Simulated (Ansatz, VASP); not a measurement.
## Si2Ni in VASP and in Ansatz

```
CELL_PARAMETERS angstrom
0.00000 2.68836 2.68836
2.68836 0.00000 2.68836
2.68836 2.68836 0.00000
ATOMIC_POSITIONS crystal
Si 0.25000 0.25000 0.25000
Si 0.75000 0.75000 0.75000
Ni 0.00000 0.00000 0.00000
```

Alike in both runs: task single point; functional PBE; dispersion D4; k mesh 8 × 8 × 8; occupations gaussian, width 0.05 eV; collinear spin.

|  | VASP | Ansatz |
| --- | --- | --- |
| version | VASP 6.6.1 | Ansatz 0.2.0 |
| potentials or method | VASP PAW PBE potentials, release 64 (Si, Ni), cutoff 520 eV | scalar-relativistic, plane waves, PAW |
| valence electrons in the cell | 18 | 26 |

```csv
,VASP,Ansatz,Ansatz less VASP
gap on the k mesh at the Fermi level (eV),none,none,-
pressure (GPa),0.0,0.0,-0.01
net moment per atom (μB),0.00,0.00,0.000
```

A gap of «none» marks a metal or a gap that the smearing closes. VASP's potentials hold 18 valence electrons a cell and Ansatz's 26, so a difference there can come from the potentials and not from the codes. Ansatz's warnings: seeded moment not kept.
